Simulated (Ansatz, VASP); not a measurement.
**Two plane-wave programs on K**

INCAR

```
PREC = Accurate ; ENCUT = 520
EDIFF = 1E-6 ; ISMEAR = -1
SIGMA = 0.1 ; LREAL = False
LASPH = True ; NELM = 60
ALGO = Normal ; ISIF = 2
LWAVE = False ; LCHARG = True
GGA = PE ; LELF = True
LVHAR = True ; NBANDS = 16
```

File KPOINTS:

```
Automatic mesh
0
Gamma
  13 13 7
```

File POSCAR:

```
K
1.0
    4.5874981449      0.0000000000      0.0000000000
   -2.2937490724      3.9728899333      0.0000000000
    0.0000000000      0.0000000000      7.4797307277
K
2
Direct
    0.3333333333      0.6666666667      0.2500000000
    0.6666666667      0.3333333333      0.7500000000
```

Input for Ansatz:

```yaml
crystal:
  lattice:
    - [4.5874981449, 0.0, 0.0]
    - [-2.2937490724, 3.9728899333, 0.0]
    - [0.0, 0.0, 7.4797307277]
  atoms:
    - { symbol: K, position: [0.3333333333, 0.6666666667, 0.25] }
    - { symbol: K, position: [0.6666666667, 0.3333333333, 0.75] }
hamiltonian:
  xc: pbe
  pseudopotentials:
    kind: paw
    azcp:
      K: "pseudopotentials/K.paw.azcp"
basis:
  ecutwfc: 420
  fft_grid_basis: typed
kpoints:
  mp_grid: { grid: [13, 13, 7], shift: [0, 0, 0] }
magnetization:
  spin_polarized: false
scf:
  occupations: { method: fermi_dirac, width: 0.1 }
output:
  stress: true
```

Alike in both runs: task single point; functional PBE; k mesh 13 × 13 × 7; occupations fermi-dirac, width 0.1 eV; no spin polarisation.

|  | VASP | Ansatz |
| --- | --- | --- |
| version | VASP 6.6.1 | Ansatz 0.2.0 |
| potentials or method | VASP PAW PBE potentials, release 64 (K_sv), cutoff 520 eV | plane waves (420 eV) with PAW, scalar-relativistic |
| valence electrons in the cell | 18 | 18 |

VASP gave:

```
pressure (GPa) : 0.3
```

Problem. Estimate Ansatz's values.

Solution. Pressure (GPa): 0.4.

With one functional, cell and mesh, what is left measures potentials, basis and numerics.
